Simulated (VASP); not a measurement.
# KNi (P1) in VASP: single point with PBE

Aim: the single point of KNi with PBE.

Everything below comes from runs of VASP 6.6.1. Logs are shortened: lines on timing, memory, paths and dates and some standing lists are left out, and cuts for length are marked.

### 1 The cell of the first run

The typed cell holds 2 atoms: a = 3.660 Å, b = 3.660 Å, c = 3.479 Å, α = 90.00°, β = 90.00°, γ = 90.00°.

### 2 Single point, PBE, collinear spin, ferromagnetic start

Contents of INCAR:

```
PREC = Accurate
ENCUT = 690
EDIFF = 1E-6
ISMEAR = -1
SIGMA = 0.01
LREAL = F
LASPH = T
NELM = 200
ALGO = Normal
ISIF = 2
LWAVE = F
LCHARG = F
ISPIN = 2
MAGMOM = 0 1
LORBIT = 11
LMAXMIX = 4
GGA = PE
NBANDS = 24
GGA_COMPAT = F
```

Contents of KPOINTS:

```
Automatic mesh
0
Gamma
  5 5 6
```

Contents of POSCAR:

```
KNi
1.0
    3.6604778900      0.0000000000      0.0000000000
    0.0000000000      3.6604778900      0.0000000000
    0.0000000000      0.0000000000      3.4788877700
K Ni
1 1
Direct
   -0.0027010000     -0.0027880000      0.0025890000
    0.5056830000      0.5003780000      0.5263380000
```

Potentials or basis: VASP PAW PBE potentials, release 64 (K_sv, Ni_sv_GW).

The run is started by

```console
$ cat potpaw_PBE.64/K_sv/POTCAR potpaw_PBE.64/Ni_sv_GW/POTCAR > POTCAR
$ mpirun -np 1 vasp_std > vasp.out
```

OUTCAR:

```text
PREC = Accurate
   ENCUT = 690
   EDIFF = 1E-6
   ISMEAR = -1
   LREAL = F
   LASPH = T
   NELM = 200
   ISIF = 2
   ISPIN = 2
   LORBIT = 11
   GGA = PE

 ion  position               nearest neighbor table
   1  0.997  0.997  0.003-   2 3.05   2 3.06   2 3.08   2 3.10   2 3.14   2 3.15   2 3.18   2 3.19

   2  0.506  0.500  0.526-   1 3.05   1 3.06   1 3.08   1 3.10   1 3.14   1 3.15   1 3.18   1 3.19

  LATTYP: Found a simple tetragonal cell.
 ALAT       =     3.6604778900
 C/A-ratio  =     0.9503916905

  Lattice vectors:

 A1 = (   3.6604778900,   0.0000000000,   0.0000000000)
 A2 = (   0.0000000000,   3.6604778900,   0.0000000000)
 A3 = (   0.0000000000,   0.0000000000,   3.4788877700)

Analysis of symmetry for initial positions (statically):
=====================================================================
 Subroutine PRICEL returns:
 Original cell was already a primitive cell.

 Routine SETGRP: Setting up the symmetry group for a
 simple tetragonal supercell.

 Subroutine GETGRP returns: Found  1 space group operations
 (whereof  1 operations were pure point group operations)
 out of a pool of 16 trial point group operations.

The static configuration has the point symmetry C_1 .

Analysis of symmetry for dynamics (positions and initial velocities):
=====================================================================
 Subroutine PRICEL returns:
 Original cell was already a primitive cell.

 Routine SETGRP: Setting up the symmetry group for a
 simple tetragonal supercell.

 Subroutine GETGRP returns: Found  1 space group operations
 (whereof  1 operations were pure point group operations)
 out of a pool of 16 trial point group operations.

The dynamic configuration has the point symmetry C_1 .

Analysis of structural, dynamic, and magnetic symmetry:
=====================================================================
 Subroutine PRICEL returns:
 Original cell was already a primitive cell.

 Routine SETGRP: Setting up the symmetry group for a
 simple tetragonal supercell.

 Subroutine GETGRP returns: Found  1 space group operations
 (whereof  1 operations were pure point group operations)
 out of a pool of 16 trial point group operations.

The overall configuration has the point symmetry C_1 .

 Subroutine INISYM returns: Found  1 space group operations
 (whereof  1 operations are pure point group operations),
 and found     1 'primitive' translations

----------------------------------------------------------------------------------------

                                     Primitive cell

  volume of cell :      46.6140

  direct lattice vectors                    reciprocal lattice vectors
     3.660477890  0.000000000  0.000000000     0.273188373  0.000000000  0.000000000
     0.000000000  3.660477890  0.000000000     0.000000000  0.273188373  0.000000000
     0.000000000  0.000000000  3.478887770     0.000000000  0.000000000  0.287448192

  length of vectors
     3.660477890  3.660477890  3.478887770     0.273188373  0.273188373  0.287448192

  position of ions in fractional coordinates (direct lattice)
     0.997299000  0.997212000  0.002589000
     0.505683000  0.500378000  0.526338000

  ion indices of the primitive-cell ions
   primitive index   ion index
                 1           1
                 2           2

----------------------------------------------------------------------------------------

 KPOINTS: Automatic mesh

Automatic generation of k-mesh.
 Grid dimensions read from file:
 generate k-points for:    5    5    6

 Generating k-lattice:

  Cartesian coordinates                     Fractional coordinates (reciprocal lattice)
     0.054637675  0.000000000  0.000000000     0.200000000  0.000000000  0.000000000
     0.000000000  0.054637675  0.000000000     0.000000000  0.200000000  0.000000000
     0.000000000  0.000000000  0.047908032     0.000000000  0.000000000  0.166666667

  Length of vectors
     0.054637675  0.054637675  0.047908032

  Shift w.r.t. Gamma in fractional coordinates (k-lattice)
     0.000000000  0.000000000  0.000000000

 Subroutine IBZKPT returns following result:
 ===========================================

 Found     76 irreducible k-points:

 Following reciprocal coordinates:
            Coordinates               Weight
  0.000000  0.000000  0.000000      1.000000
  0.200000  0.000000  0.000000      2.000000
  0.000000  0.200000  0.000000      2.000000
  0.400000  0.000000  0.000000      2.000000
  0.000000  0.400000  0.000000      2.000000
  0.200000  0.200000  0.000000      2.000000
[... 16 lines left out ...]
  0.200000  0.200000  0.166667      2.000000
 -0.200000  0.200000  0.166667      2.000000
 [... further k-points ...]
   k-points           NKPTS =     76   k-points in BZ     NKDIM =     76   number of bands    NBANDS=     24
   number of dos      NEDOS =    301   number of ions     NIONS =      2
   total plane-waves  NPLWV =  30720
   dimension x,y,z NGX =    32 NGY =   32 NGZ =   30
   dimension x,y,z NGXF=    64 NGYF=   64 NGZF=   60
   ions per type =               1   1
   NGX,Y,Z   is equivalent  to a cutoff of  14.53, 14.53, 14.34 a.u.
   NGXF,Y,Z  is equivalent  to a cutoff of  29.07, 29.07, 28.67 a.u.
 SYSTEM =  unknown system
   PREC   = accura    normal or accurate (medium, high low for compatibility)
   ISTART =      0    job   : 0-new  1-cont  2-samecut
   ICHARG =      2    charge: 1-file 2-atom 10-const
   ISPIN  =      2    spin polarized calculation?
   LNONCOLLINEAR =      F non collinear calculations
   LSORBIT =      F    spin-orbit coupling
   LASPH  =      T    aspherical Exc in radial PAW
   ENCUT  =  690.0 eV  50.71 Ry    7.12 a.u.   7.84  7.84  7.45*2*pi/ulx,y,z
   NELM   =    200;   NELMIN=  2; NELMDL= -5     # of ELM steps
   EDIFF  = 0.1E-05   stopping-criterion for ELM
   LREAL  =      F    real-space projection
   EDIFFG = 0.1E-04   stopping-criterion for IOM
   NSW    =      0    number of steps for IOM
   IBRION =     -1    ionic relax: 0-MD 1-quasi-New 2-CG
   NFREE  =      0    steps in history (QN), initial steepest desc. (CG)
   ISIF   =      2    stress and relaxation
   ISYM   =      2    0-nonsym 1-usesym 2-fastsym
   POTIM  = 0.5000    time-step for ionic-motion
   TEBEG  =    0.0;   TEEND  =   0.0 temperature during run
   PSTRESS=    0.0 pullay stress
   NELECT =      27.0000    total number of electrons
   NUPDOWN=      -1.0000    fix difference up-down
   EMIN   =  10.00;   EMAX   =-10.00  energy-range for DOS
   EFERMI =   0.00;   METHOD = LEGACY
   ISMEAR =    -1;   SIGMA  =   0.01  broadening in eV -4-tet -1-fermi 0-gaus
   EFERMI_NEDOS =   21; number of points for ismear=-14 and -15
   IALGO  =     38    algorithm
   IMIX   =      4    mixing-type and parameters
     AMIX     =   0.40;   BMIX     =  1.00
     AMIX_MAG =   1.60;   BMIX_MAG =  1.00
  volume/ion in A,a.u.               =      23.31       157.28
  Fermi-wavevector in a.u.,A,eV,Ry     =   1.364659  2.578831 25.338044  1.862294
  Thomas-Fermi vector in A             =   2.490955
   LORBIT       =     11    0 simple, 1 ext, 2 COOP (PROOUT), +10 PAW based schemes
   GGA     = PE    functional components
   LHFCALC =     F    Hartree Fock is set to
   AEXX    =    0.0000 exact exchange contribution
   IVDW    =     0    specifies the selected vdW correction
   LEPSILON=     F    determine dielectric tensor
   LRPA    =     F    only Hartree local field effects (RPA)
 spin polarized calculation
  energy-cutoff  :      690.00
  volume of cell :       46.61
 maximum number of plane-waves:      1941
   NGX = 15   NGY = 15   NGZ = 15

 number of electron      27.0000005 magnetization       0.5606098

 Free energy of the ion-electron system (eV)
  ---------------------------------------------------
  ext. energy  EPLUGINS =         0.00000000
  ---------------------------------------------------
  free energy    TOTEN  =        -5.18884442 eV

  energy without entropy =       -5.18791762  energy(sigma->0) =       -5.18838102

 E-fermi :   2.0361     XC(G=0):  -9.3797

 val. band max:        2.0197511156   @ k =   0.0000   0.0000   0.5000
 cond. band min:       2.0390219529   @ k =   0.2000   0.4000  -0.1667
 fundamental gap:      0.0192708373
 Fermi energy:         2.0360879359

 spin component 1

 k-point     1 :       0.0000    0.0000    0.0000
  band No.  band energies     occupation
      1    -100.2921      1.00000
      2     -60.8033      1.00000
      3     -60.8026      1.00000
      4     -60.5595      1.00000
      5     -28.0141      1.00000
      6     -11.3821      1.00000
[... 16 lines left out ...]
     23      15.1606      0.00000
     24      16.9055      0.00000
[... 598 lines left out ...]
      2     -60.8037      1.00000
      3     -60.8030      1.00000
      4     -60.5600      1.00000
      5     -27.9745      1.00000
      6     -11.5324      1.00000
[... 16 lines left out ...]
     23      16.2099      0.00000
     24      16.6443      0.00000

 [... further k-points ...]

 spin component 2

 k-point     1 :       0.0000    0.0000    0.0000
  band No.  band energies     occupation
      1     -99.5902      1.00000
      2     -60.0554      1.00000
      3     -60.0554      1.00000
      4     -59.9961      1.00000
      5     -28.0228      1.00000
      6     -11.3918      1.00000
[... 16 lines left out ...]
     23      15.2254      0.00000
     24      16.9286      0.00000
[... 598 lines left out ...]
      2     -60.0557      1.00000
      3     -60.0557      1.00000
      4     -59.9966      1.00000
      5     -27.9829      1.00000
      6     -11.5436      1.00000
[... 16 lines left out ...]
     23      16.2091      0.00000
     24      16.6588      0.00000

 [... further k-points ...]

------------------------ aborting loop because EDIFF is reached ----------------------------------------

  FORCE on cell =-STRESS in cart. coord.  units (eV):
  Direction    XX          YY          ZZ          XY          YZ          ZX
  --------------------------------------------------------------------------------------
  -------------------------------------------------------------------------------------
  Total        1.3163205      1.3223524      0.7004445      0.0016829      0.0036230      0.0092652
  in kB       45.2435025     45.4508274     24.0751106      0.0578420      0.1245263      0.3184562
  external PRESSURE =      38.2564802 kB  Pullay stress =       0.0000000 kB

 VOLUME and BASIS-vectors are now :
 -----------------------------------------------------------------------------
  energy-cutoff  :      690.00
  volume of cell :       46.61
      direct lattice vectors                 reciprocal lattice vectors
     3.660477890  0.000000000  0.000000000     0.273188373  0.000000000  0.000000000
     0.000000000  3.660477890  0.000000000     0.000000000  0.273188373  0.000000000
     0.000000000  0.000000000  3.478887770     0.000000000  0.000000000  0.287448192

 POSITION                                       TOTAL-FORCE (eV/Angst)
 -----------------------------------------------------------------------------------
      3.65059      3.65027      0.00901         0.072827      0.027308      0.165959
      1.85104      1.83162      1.83107        -0.072827     -0.027308     -0.165959
 -----------------------------------------------------------------------------------
    total drift:                               -0.001556     -0.000052     -0.002727

  FREE ENERGIE OF THE ION-ELECTRON SYSTEM (eV)
  ---------------------------------------------------
  free  energy   TOTEN  =        -5.1888444182 eV

  energy  without entropy=       -5.1879176242  energy(sigma->0) =       -5.18838102

 total charge

# of ion       s       p       d       f       tot
--------------------------------------------------
    1        1.987   5.572   0.069   0.000   7.627
    2        2.258   6.015   7.968   0.000  16.241
--------------------------------------------------
tot          4.244  11.587   8.037   0.000  23.868

 magnetization (x)

# of ion       s       p       d       f       tot
--------------------------------------------------
    1       -0.002   0.000  -0.006   0.000  -0.008
    2        0.012  -0.003   0.589   0.000   0.597
--------------------------------------------------
tot          0.010  -0.003   0.582   0.000   0.589
```

It took 1.8 min on 1 thread of Intel Xeon 6975P-C (Granite Rapids), shared host; peak memory 0.37 GiB.

Results:

```yaml
Free_energy: -5.1888 eV
Pressure: 3.8 GPa
Largest_force: 0.183 eV/Å
Net_moment: 0.56 μB per cell
Site_moments: K -0.01; Ni +0.60 μB
Valence_electrons_inside_the_program's_atomic_spheres: K 7.63; Ni 16.24
```

Forces in eV/Å, atoms in the order of the input:
```
K    0.073  0.027  0.166
Ni  -0.073 -0.027 -0.166
```

Stress tensor (GPa, compression positive):
```
4.52 0.01 0.03
0.01 4.55 0.01
0.03 0.01 2.41
```

Caveat: the cell stands under pressure.
